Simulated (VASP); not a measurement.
# Be (P6_3/mmc) in VASP: a series of runs, part 2 of 2

VASP 6.6.1. Earlier steps stand in the parts before.

### 3 Single point, LDA

This run uses another cell than the first one, of the same volume but with other edges.

The input, INCAR:

```
PREC = Accurate
ENCUT = 520
EDIFF = 1E-7
ISMEAR = 0
SIGMA = 0.15
LREAL = False
LASPH = True
NELM = 80
ALGO = Fast
ISIF = 2
LWAVE = False
LCHARG = False
GGA = CA
NBANDS = 9
```

The input, KPOINTS:

```
regular mesh
0
Gamma
  33 33 20
```

The input, POSCAR:

```
Be
1.0
    2.0949484180      0.0000000000      0.0000000000
   -1.0474742090      1.8142785496      0.0000000000
    0.0000000000      0.0000000000      3.9710696319
Be
2
Direct
    0.3333333333      0.6666666667      0.2500000000
    0.6666666667      0.3333333333      0.7500000000
```

Potentials or basis: VASP PAW LDA potentials, release 64 (Be).

The run is started by

```sh
$ cat potpaw_LDA.64/Be/POTCAR > POTCAR
$ mpirun -np 1 vasp_std > vasp.out
```

OUTCAR:

```text
PREC = Accurate
   ENCUT = 520
   EDIFF = 1E-7
   ISMEAR = 0
   LREAL = False
   LASPH = True
   NELM = 80
   ISIF = 2
   GGA = CA

 ion  position               nearest neighbor table
   1  0.333  0.667  0.250-   2 2.32   2 2.32   2 2.32   2 2.32   2 2.32   2 2.32
   2  0.667  0.333  0.750-   1 2.32   1 2.32   1 2.32   1 2.32   1 2.32   1 2.32

  LATTYP: Found a hexagonal cell.
 ALAT       =     2.0949484180
 C/A-ratio  =     1.8955453021

  Lattice vectors:

 A1 = (   2.0949484180,   0.0000000000,   0.0000000000)
 A2 = (  -1.0474742090,   1.8142785496,   0.0000000000)
 A3 = (   0.0000000000,   0.0000000000,   3.9710696319)

Analysis of symmetry for initial positions (statically):
=====================================================================
 Subroutine PRICEL returns:
 Original cell was already a primitive cell.

 Routine SETGRP: Setting up the symmetry group for a
 hexagonal supercell.

 Subroutine GETGRP returns: Found 24 space group operations
 (whereof 12 operations were pure point group operations)
 out of a pool of 24 trial point group operations.

[... 172 lines left out ...]

 k-point     1 :       0.0000    0.0000    0.0000
  band No.  band energies     occupation
      1      -4.2882      2.00000
      2       1.0837      2.00000
      3       5.5618      2.00000
      4      22.6978      0.00000
      5      27.4025      0.00000
      6      27.4025      0.00000
      7      29.2604      0.00000
      8      29.2604      0.00000
      9      31.3973      0.00000
[... 265 lines left out ...]
 k-point    24 :       0.2121    0.0303    0.0000
  band No.  band energies     occupation
      1      -2.6016      2.00000
      2       3.4020      2.00000
      3       6.2310      1.99996
      4      18.6891      0.00000
      5      22.5900      0.00000
      6      23.1617      0.00000
      7      24.3618      0.00000
      8      27.0787      0.00000
      9      30.6171      0.00000

 [... further k-points ...]

------------------------ aborting loop because EDIFF is reached ----------------------------------------

  FORCE on cell =-STRESS in cart. coord.  units (eV):
  Direction    XX          YY          ZZ          XY          YZ          ZX
  --------------------------------------------------------------------------------------
  -------------------------------------------------------------------------------------
  Total        1.9748645      1.9748645     -2.0537293      0.0000000     -0.0000000      0.0000000
  in kB      209.6346556    209.6346556   -218.0062636      0.0000000     -0.0000000      0.0000000
  external PRESSURE =      67.0876825 kB  Pullay stress =       0.0000000 kB

 VOLUME and BASIS-vectors are now :
 -----------------------------------------------------------------------------
  energy-cutoff  :      520.00
  volume of cell :       15.09
      direct lattice vectors                 reciprocal lattice vectors
     2.094948418  0.000000000  0.000000000     0.477338722  0.275591640  0.000000000
    -1.047474209  1.814278550  0.000000000     0.000000000  0.551183279  0.000000000
     0.000000000  0.000000000  3.971069632     0.000000000  0.000000000  0.251821321

 POSITION                                       TOTAL-FORCE (eV/Angst)
 -----------------------------------------------------------------------------------
     -0.00000      1.20952      0.99277         0.000000     -0.000000      0.000000
      1.04747      0.60476      2.97830        -0.000000      0.000000      0.000000
 -----------------------------------------------------------------------------------
    total drift:                                0.000000     -0.000000      0.000000

  FREE ENERGIE OF THE ION-ELECTRON SYSTEM (eV)
  ---------------------------------------------------
  free  energy   TOTEN  =        -8.1038835873 eV

  energy  without entropy=       -8.0999880285  energy(sigma->0) =       -8.10193581
```

OSZICAR:

```text
N       E                     dE             d eps       ncg     rms          rms(c)
DAV:   1    -0.383170888982E+01   -0.38317E+01   -0.18332E+03 21832   0.368E+02
DAV:   2    -0.813331213876E+01   -0.43016E+01   -0.41540E+01 31748   0.471E+01
DAV:   3    -0.817862976439E+01   -0.45318E-01   -0.44951E-01 23465   0.338E+00
DAV:   4    -0.817868100993E+01   -0.51246E-04   -0.51242E-04 25557   0.933E-02
DAV:   5    -0.817868101647E+01   -0.65361E-08   -0.67962E-08 23263   0.135E-03    0.147E+00
RMM:   6    -0.812699210517E+01    0.51689E-01   -0.40374E-03 21765   0.418E-01    0.878E-01
RMM:   7    -0.810388594023E+01    0.23106E-01   -0.67220E-03 22429   0.504E-01    0.454E-02
RMM:   8    -0.810388379518E+01    0.21451E-05   -0.96989E-05 23778   0.988E-02    0.689E-03
RMM:   9    -0.810388359977E+01    0.19541E-06   -0.20012E-06 23980   0.113E-02    0.231E-03
RMM:  10    -0.810388358730E+01    0.12466E-07   -0.74969E-08 21895   0.305E-03
   1 F= -.81038836E+01 E0= -.81019358E+01  d E =-.389556E-02
```

Run time: 31 s. Hardware: 1 thread of Intel Xeon 6975P-C (Granite Rapids), shared host; peak memory 0.23 GiB.

Results:

```yaml
Free_energy: -8.1039 eV
Pressure: 6.7 GPa
Band_gap_on_the_k_mesh: zero (band 2 reaches 7.79 eV, above the bottom of band 3 at 5.56 eV)
```

Levels at points of the mesh, in eV from the Fermi level:
```tsv
k point	band 1	band 2	band 3	band 4	band 5	band 6
(0.00, 0.00, 0.00)	-10.95	-5.58	-1.10	16.03	20.74	20.74
(0.00, 0.00, 0.50)	-9.25	-9.25	6.45	6.45	21.72	21.72
```
